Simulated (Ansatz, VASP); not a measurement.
## One calculation of C6F, two programs

```
CELL_PARAMETERS angstrom
4.93269 0.00000 0.00000
-1.23317 8.78588 0.00000
0.00000 0.00000 22.79071
ATOMIC_POSITIONS crystal
C 0.01970 0.07880 0.17551
C 0.51970 0.07880 0.17551
C 0.27463 0.09850 0.20581
C 0.77463 0.09850 0.20581
C 0.28448 0.13790 0.26642
C 0.78448 0.13790 0.26642
C 0.03930 0.15720 0.29594
C 0.53930 0.15720 0.29594
C 0.04968 0.19872 0.35927
C 0.54968 0.19872 0.35927
C 0.30407 0.21631 0.38571
C 0.80407 0.21631 0.38571
F 0.30407 0.13628 0.47698
F 0.30407 0.29634 0.47698
```

Alike in both runs: task single point; functional PBE; k mesh 6 × 3 × 1; occupations gaussian, width 0.1 eV; no spin polarisation.

|  | VASP | Ansatz |
| --- | --- | --- |
| version | VASP 6.6.1 | Ansatz 0.2.0 |
| potentials or method | VASP PAW PBE potentials, release 64 (C, F), cutoff 520 eV | scalar-relativistic, plane waves, PAW |
| valence electrons in the cell | 62 | 62 |

|  | VASP | Ansatz | Ansatz less VASP |
| --- | --- | --- | --- |
| gap on the k mesh at the Fermi level (eV) | 0.06 | 0.06 | -0.002 |
| least direct gap on the mesh (eV) | 0.06 | 0.06 | -0.002 |
| rms of the force components (eV/Å) | 1.202 | 1.145 | -0.0566 |

Atom by atom the forces differ by 0.103 eV/Å (rms over components).
